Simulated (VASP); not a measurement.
Here is a VASP 6.6.1 calculation.

File INCAR:

```
SYSTEM = NbRu
  ALGO = Normal
  EDIFF = 1E-6
  ENCUT = 520
  GGA = PS
  ISIF = 2
  ISMEAR = -1
  LASPH = .TRUE.
  LCHARG = .FALSE.
  LREAL = .FALSE.
  LWAVE = .FALSE.
  NBANDS = 20
  NELM = 80
  PREC = Accurate
  SIGMA = 0.03
```

File KPOINTS:

```
k-points
0
G
  11 11 11
  0 0 0
```

The input POSCAR:

```
NbRu
1.0
    3.1190021702      0.0000000000      0.0000000000
    0.0000000000      3.1190021702      0.0000000000
    0.0000000000      0.0000000000      3.1190021702
Nb Ru
1 1
Direct
    0.0000000000      0.0000000000      0.0000000000
    0.5000000000      0.5000000000      0.5000000000
```

Potentials or basis: VASP PAW PBE potentials, release 64 (Nb_sv, Ru_pv).

Run with:

```bash
$ cat potpaw_PBE.64/Nb_sv/POTCAR potpaw_PBE.64/Ru_pv/POTCAR > POTCAR
$ mpirun -np 1 vasp_std > vasp.out
```

Question: What does it give for the pressure?

Answer: 4.8 GPa.

Caveat: the PAW data sets were made with another functional, which shifts forces and pressure a little.
